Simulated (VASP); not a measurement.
# CsPbCl3 in VASP: further runs

Runs on CsPbCl3. Level: PBE. Tasks: single point.

Everything below comes from runs of VASP 6.6.1. Logs are shortened: lines on timing, memory, paths and dates and some standing lists are left out, and cuts for length are marked.

## Step 1: The cell of the first run

The typed cell holds 5 atoms: a = 5.677 Å, b = 5.677 Å, c = 5.677 Å, α = 90.00°, β = 90.00°, γ = 90.00°.

## Step 2: Single point, PBE

Input file INCAR:

```
ALGO     = Normal         # electronic algorithm
EDIFF    = 1E-6           # SCF threshold, eV
ENCUT    = 520            # plane-wave cutoff, eV
GGA      = PE             # functional
ISIF     = 2              # what is computed and relaxed
ISMEAR   = 1              # smearing method
LASPH    = T              # aspherical terms in the spheres
LCHARG   = F              # write CHGCAR
LREAL    = F              # projectors in reciprocal space
LWAVE    = F              # write WAVECAR
NBANDS   = 30             # bands
NELM     = 80             # most SCF steps
PREC     = Accurate       # precision mode
SIGMA    = 0.2            # smearing width, eV
```

Input file KPOINTS:

```
k-points
0
Gamma
  4 4 4
```

Input file POSCAR:

```
CsPbCl3
1.0
    4.0141224310      2.3175546661      3.2773182345
   -4.0141224310      2.3175546661      3.2773182345
    0.0000000000     -4.6351093322      3.2773182345
Cs Pb Cl
1 1 3
Direct
    0.5000000000      0.5000000000      0.5000000000
    0.0000000000      0.0000000000      0.0000000000
    0.5000000000      0.0000514515      0.9999485485
    0.0000514515      0.9999485485      0.5000000000
    0.9999485485      0.5000000000      0.0000514515
```

Potentials or basis: VASP PAW PBE potentials, release 64 (Cs_sv, Pb_d, Cl).

Run with:

```bash
$ cat potpaw_PBE.64/Cs_sv/POTCAR potpaw_PBE.64/Pb_d/POTCAR potpaw_PBE.64/Cl/POTCAR > POTCAR
$ mpirun -np 1 vasp_std > vasp.out
```

OUTCAR:

```text
EDIFF = 1E-6
   ENCUT = 520
   GGA = PE
   ISIF = 2
   ISMEAR = 1
   LASPH = T
   LREAL = F
   NELM = 80
   PREC = Accurate

 ion  position               nearest neighbor table
   1  0.500  0.500  0.500-
   2  0.000  0.000  0.000-   3 2.84   5 2.84   5 2.84   3 2.84   4 2.84   4 2.84
   3  0.500  0.000  1.000-   2 2.84   2 2.84
   4  0.000  1.000  0.500-   2 2.84   2 2.84
   5  1.000  0.500  0.000-   2 2.84   2 2.84

  LATTYP: Found a trigonal (rhomboedric) cell.
 ALAT       =     5.6767114892
 COS(alpha) =    -0.0000404794

  Lattice vectors:

 A1 = (   4.0141224310,   2.3175546661,   3.2773182345)
 A2 = (  -4.0141224310,   2.3175546661,   3.2773182345)
 A3 = (   0.0000000000,  -4.6351093322,   3.2773182345)

Analysis of symmetry for initial positions (statically):
=====================================================================
 Subroutine PRICEL returns:
 Original cell was already a primitive cell.

 Routine SETGRP: Setting up the symmetry group for a
 trigonal (rhombohedral) supercell.

 Subroutine GETGRP returns: Found  6 space group operations
 (whereof  6 operations were pure point group operations)
 out of a pool of 12 trial point group operations.

The static configuration has the point symmetry D_3 .

Analysis of symmetry for dynamics (positions and initial velocities):
=====================================================================
 Subroutine PRICEL returns:
 Original cell was already a primitive cell.

 Routine SETGRP: Setting up the symmetry group for a
 trigonal (rhombohedral) supercell.

 Subroutine GETGRP returns: Found  6 space group operations
 (whereof  6 operations were pure point group operations)
 out of a pool of 12 trial point group operations.

The dynamic configuration has the point symmetry D_3 .

 Subroutine INISYM returns: Found  6 space group operations
 (whereof  6 operations are pure point group operations),
 and found     1 'primitive' translations

----------------------------------------------------------------------------------------

                                     Primitive cell

  volume of cell :     182.9323

  direct lattice vectors                    reciprocal lattice vectors
     4.014122431  2.317554666  3.277318235     0.124560227  0.071914880  0.101709175
    -4.014122431  2.317554666  3.277318235    -0.124560227  0.071914880  0.101709175
     0.000000000 -4.635109332  3.277318235     0.000000000 -0.143829761  0.101709175

  length of vectors
     5.676711489  5.676711489  5.676711489     0.176158328  0.176158328  0.176158328

  position of ions in fractional coordinates (direct lattice)
     0.500000000  0.500000000  0.500000000
     0.000000000  0.000000000  0.000000000
     0.500000000  0.000051451  0.999948549
     0.000051451  0.999948549  0.500000000
     0.999948549  0.500000000  0.000051451

  ion indices of the primitive-cell ions
   primitive index   ion index
                 1           1
                 2           2
                 3           3
                 4           4
                 5           5

----------------------------------------------------------------------------------------

 KPOINTS: k-points

Automatic generation of k-mesh.
 Grid dimensions read from file:
 generate k-points for:    4    4    4

 Generating k-lattice:

  Cartesian coordinates                     Fractional coordinates (reciprocal lattice)
     0.031140057  0.017978720  0.025427294     0.250000000 -0.000000000  0.000000000
    -0.031140057  0.017978720  0.025427294    -0.000000000  0.250000000  0.000000000
     0.000000000 -0.035957440  0.025427294     0.000000000  0.000000000  0.250000000

  Length of vectors
     0.044039582  0.044039582  0.044039582

  Shift w.r.t. Gamma in fractional coordinates (k-lattice)
     0.000000000  0.000000000  0.000000000

 Subroutine IBZKPT returns following result:
 ===========================================

 Found     13 irreducible k-points:

 Following reciprocal coordinates:
            Coordinates               Weight
  0.000000  0.000000  0.000000      1.000000
  0.250000 -0.000000  0.000000      6.000000
  0.500000 -0.000000  0.000000      3.000000
  0.250000  0.250000  0.000000      6.000000
  0.500000  0.250000  0.000000     12.000000
 -0.250000  0.250000  0.000000      6.000000
  0.500000  0.500000  0.000000      3.000000
  0.250000  0.250000  0.250000      2.000000
  0.500000  0.250000  0.250000      6.000000
 -0.250000  0.250000  0.250000      6.000000
  0.500000  0.500000  0.250000      6.000000
 -0.250000  0.500000  0.250000      6.000000
  0.500000  0.500000  0.500000      1.000000
   k-points           NKPTS =     13   k-points in BZ     NKDIM =     13   number of bands    NBANDS=     30
   number of dos      NEDOS =    301   number of ions     NIONS =      5
   total plane-waves  NPLWV =  74088
   dimension x,y,z NGX =    42 NGY =   42 NGZ =   42
   dimension x,y,z NGXF=    84 NGYF=   84 NGZF=   84
   ions per type =               1   1   3
   NGX,Y,Z   is equivalent  to a cutoff of  12.30, 12.30, 12.30 a.u.
   NGXF,Y,Z  is equivalent  to a cutoff of  24.60, 24.60, 24.60 a.u.
 SYSTEM =  unknown system
   PREC   = accura    normal or accurate (medium, high low for compatibility)
   ISTART =      0    job   : 0-new  1-cont  2-samecut
   ICHARG =      2    charge: 1-file 2-atom 10-const
   ISPIN  =      1    spin polarized calculation?
   LNONCOLLINEAR =      F non collinear calculations
   LSORBIT =      F    spin-orbit coupling
   LASPH  =      T    aspherical Exc in radial PAW
   ENCUT  =  520.0 eV  38.22 Ry    6.18 a.u.  10.55 10.55 10.55*2*pi/ulx,y,z
   NELM   =     80;   NELMIN=  2; NELMDL= -5     # of ELM steps
   EDIFF  = 0.1E-05   stopping-criterion for ELM
   LREAL  =      F    real-space projection
   EDIFFG = 0.1E-04   stopping-criterion for IOM
   NSW    =      0    number of steps for IOM
   IBRION =     -1    ionic relax: 0-MD 1-quasi-New 2-CG
   NFREE  =      0    steps in history (QN), initial steepest desc. (CG)
   ISIF   =      2    stress and relaxation
   ISYM   =      2    0-nonsym 1-usesym 2-fastsym
   POTIM  = 0.5000    time-step for ionic-motion
   TEBEG  =    0.0;   TEEND  =   0.0 temperature during run
   PSTRESS=    0.0 pullay stress
   NELECT =      44.0000    total number of electrons
   NUPDOWN=      -1.0000    fix difference up-down
   EMIN   =  10.00;   EMAX   =-10.00  energy-range for DOS
   EFERMI =   0.00;   METHOD = LEGACY
   ISMEAR =     1;   SIGMA  =   0.20  broadening in eV -4-tet -1-fermi 0-gaus
   EFERMI_NEDOS =   21; number of points for ismear=-14 and -15
   IALGO  =     38    algorithm
   IMIX   =      4    mixing-type and parameters
     AMIX     =   0.40;   BMIX     =  1.00
     AMIX_MAG =   1.60;   BMIX_MAG =  1.00
  volume/ion in A,a.u.               =      36.59       246.90
  Fermi-wavevector in a.u.,A,eV,Ry     =   1.018112  1.923953 14.103148  1.036552
  Thomas-Fermi vector in A             =   2.151551
   LORBIT       =      0    0 simple, 1 ext, 2 COOP (PROOUT), +10 PAW based schemes
   GGA     = PE    functional components
   LHFCALC =     F    Hartree Fock is set to
   AEXX    =    0.0000 exact exchange contribution
   IVDW    =     0    specifies the selected vdW correction
   LEPSILON=     F    determine dielectric tensor
   LRPA    =     F    only Hartree local field effects (RPA)
 non-spin polarized calculation
 Methfessel and Paxton  Order N= 1 SIGMA  =   0.20
  energy-cutoff  :      520.00
  volume of cell :      182.93
 maximum number of plane-waves:      4956
   NGX = 21   NGY = 21   NGZ = 21

 number of electron      44.0000021 magnetization

 Free energy of the ion-electron system (eV)
  ---------------------------------------------------
  ext. energy  EPLUGINS =         0.00000000
  ---------------------------------------------------
  free energy    TOTEN  =       -17.53434541 eV

  energy without entropy =      -17.53452677  energy(sigma->0) =      -17.53440587

 E-fermi :   1.4953     XC(G=0):  -7.6578

 val. band max:        1.3269695814   @ k =   0.5000   0.5000   0.5000
 cond. band min:       3.4236435060   @ k =   0.5000   0.5000   0.5000
 fundamental gap:      2.0966739245
 Fermi energy:         1.4953375343

 k-point     1 :       0.0000    0.0000    0.0000
  band No.  band energies     occupation
      1     -19.8495      2.00000
      2     -15.3149      2.00000
      3     -15.3149      2.00000
      4     -15.1223      2.00000
      5     -15.1223      2.00000
      6     -15.1223      2.00000
[... 22 lines left out ...]
     29       7.4410      0.00000
     30       7.4412      0.00000

 k-point     2 :       0.2500   -0.0000    0.0000
  band No.  band energies     occupation
      1     -19.8486      2.00000
      2     -15.3148      2.00000
      3     -15.2731      2.00000
      4     -15.1229      2.00000
      5     -15.1228      2.00000
      6     -15.1222      2.00000
[... 22 lines left out ...]
     29       6.9692      0.00000
     30       7.6995      0.00000

 k-point     3 :       0.5000   -0.0000    0.0000
  band No.  band energies     occupation
      1     -19.8478      2.00000
      2     -15.3147      2.00000
      3     -15.2299      2.00000
      4     -15.1235      2.00000
      5     -15.1234      2.00000
      6     -15.1222      2.00000
[... 22 lines left out ...]
     29       7.2726      0.00000
     30       8.4838      0.00000

 k-point     4 :       0.2500    0.2500    0.0000
  band No.  band energies     occupation
      1     -19.8478      2.00000
      2     -15.2946      2.00000
      3     -15.2496      2.00000
      4     -15.1234      2.00000
      5     -15.1229      2.00000
      6     -15.1228      2.00000
[... 253 lines left out ...]
     29       7.3172      0.00000
     30       7.7163      0.00000

 k-point    12 :      -0.2500    0.5000    0.2500
  band No.  band energies     occupation
      1     -19.8463      2.00000
      2     -15.2495      2.00000
      3     -15.2024      2.00000
      4     -15.1240      2.00000
      5     -15.1240      2.00000
      6     -15.1234      2.00000
[... 22 lines left out ...]
     29       7.6270      0.00000
     30       7.6453      0.00000

 k-point    13 :       0.5000    0.5000    0.5000
  band No.  band energies     occupation
      1     -19.8450      2.00000
      2     -15.1757      2.00000
      3     -15.1757      2.00000
      4     -15.1246      2.00000
      5     -15.1246      2.00000
      6     -15.1246      2.00000
[... 22 lines left out ...]
     29       7.0836      0.00000
     30       8.2492      0.00000

------------------------ aborting loop because EDIFF is reached ----------------------------------------

  FORCE on cell =-STRESS in cart. coord.  units (eV):
  Direction    XX          YY          ZZ          XY          YZ          ZX
  --------------------------------------------------------------------------------------
  -------------------------------------------------------------------------------------
  Total        0.8521381      0.8521381      0.8528739      0.0000000     -0.0000000      0.0000000
  in kB        7.4632861      7.4632861      7.4697307      0.0000000     -0.0000000      0.0000000
  external PRESSURE =       7.4654343 kB  Pullay stress =       0.0000000 kB

 VOLUME and BASIS-vectors are now :
 -----------------------------------------------------------------------------
  energy-cutoff  :      520.00
  volume of cell :      182.93
      direct lattice vectors                 reciprocal lattice vectors
     4.014122431  2.317554666  3.277318235     0.124560227  0.071914880  0.101709175
    -4.014122431  2.317554666  3.277318235    -0.124560227  0.071914880  0.101709175
     0.000000000 -4.635109332  3.277318235     0.000000000 -0.143829761  0.101709175

 POSITION                                       TOTAL-FORCE (eV/Angst)
 -----------------------------------------------------------------------------------
      0.00000      0.00000      4.91598        -0.000000      0.000000      0.000000
      0.00000      0.00000      0.00000        -0.000000      0.000000      0.000000
      2.00685     -3.47597      4.91598         0.000010     -0.000017      0.000000
     -4.01371      0.00000      4.91598        -0.000019     -0.000000     -0.000000
      2.00685      3.47597      4.91598         0.000010      0.000017      0.000000
 -----------------------------------------------------------------------------------
    total drift:                                0.000000     -0.000000      0.000000

  FREE ENERGIE OF THE ION-ELECTRON SYSTEM (eV)
  ---------------------------------------------------
  free  energy   TOTEN  =       -17.5343454137 eV

  energy  without entropy=      -17.5345267700  energy(sigma->0) =      -17.53440587
```

Wall time 2.4 min (1 thread of Intel Xeon 8259CL, shared host); peak memory 0.29 GiB.

What came out:

| Item | Value |
| --- | --- |
| Free energy | -17.5343 eV |
| Pressure | 0.7 GPa |
| Band gap on the k mesh | 2.10 eV |

Levels at points of the mesh, in eV from the valence-band top:
```tsv
k point	band 19	band 20	band 21	band 22	band 23	band 24	band 25	band 26
(0.00, 0.00, 0.00)	-2.35	-2.26	-2.26	-2.26	3.53	4.55	4.55	5.45
(0.50, 0.00, 0.00)	-2.44	-2.35	-2.35	-1.55	3.10	4.86	5.38	5.38
(0.50, 0.50, 0.00)	-2.52	-2.50	-1.96	-0.75	2.64	2.64	5.00	5.57
(0.50, 0.50, 0.50)	-1.95	-1.95	-1.95	0.00	2.10	2.10	2.10	5.30
```

Caveat: spin-orbit coupling is left out, which moves the levels of the heavy elements. A k mesh can miss the band edges.

## Step 3: Single point, PBE

Input file INCAR:

```
SYSTEM = CsPbCl3
ALGO     = Normal         ! electronic algorithm
EDIFF    = 1E-7           ! SCF threshold, eV
ENCUT    = 520            ! plane-wave cutoff, eV
GGA      = PE             ! functional
ISIF     = 2              ! what is computed and relaxed
ISMEAR   = 0              ! smearing method
LASPH    = .True.         ! aspherical terms in the spheres
LCHARG   = .False.        ! write CHGCAR
LREAL    = .False.        ! projectors in reciprocal space
LWAVE    = .False.        ! write WAVECAR
NBANDS   = 30             ! bands
NELM     = 60             ! most SCF steps
PREC     = Accurate       ! precision mode
SIGMA    = 0.2            ! smearing width, eV
```

Input file KPOINTS:

```
k-points
0
Gamma
  4 4 4
  0 0 0
```

POSCAR is that of step 2.

Potentials or basis: VASP PAW PBE potentials, release 64 (Cs_sv, Pb_d, Cl).

Run with:

```bash
$ cat potpaw_PBE.64/Cs_sv/POTCAR potpaw_PBE.64/Pb_d/POTCAR potpaw_PBE.64/Cl/POTCAR > POTCAR
$ mpirun -np 1 vasp_std > vasp.out
```

Wall time 2.5 min (1 thread of Intel Xeon 8259CL, shared host); peak memory 0.29 GiB.

Results (log left out):

```yaml
Free_energy: -17.5345 eV
Pressure: 0.7 GPa
Band_gap_on_the_k_mesh: 2.10 eV
```

Levels at points of the mesh, in eV from the valence-band top:
```tsv
k point	band 18	band 19	band 20	band 21	band 22	band 23	band 24	band 25	band 26	band 27
(0.00, 0.00, 0.00)	-2.35	-2.35	-2.26	-2.26	-2.26	3.53	4.55	4.55	5.45	5.45
(0.50, 0.00, 0.00)	-2.44	-2.44	-2.35	-2.35	-1.55	3.10	4.86	5.38	5.38	5.40
(0.50, 0.50, 0.00)	-2.52	-2.52	-2.50	-1.96	-0.75	2.64	2.64	5.00	5.57	5.87
(0.50, 0.50, 0.50)	-2.50	-1.95	-1.95	-1.95	0.00	2.10	2.10	2.10	5.30	5.76
```

Caveat: spin-orbit coupling is left out, which moves the levels of the heavy elements. A k mesh can miss the band edges.

(Part 1 of 2 ends here.)
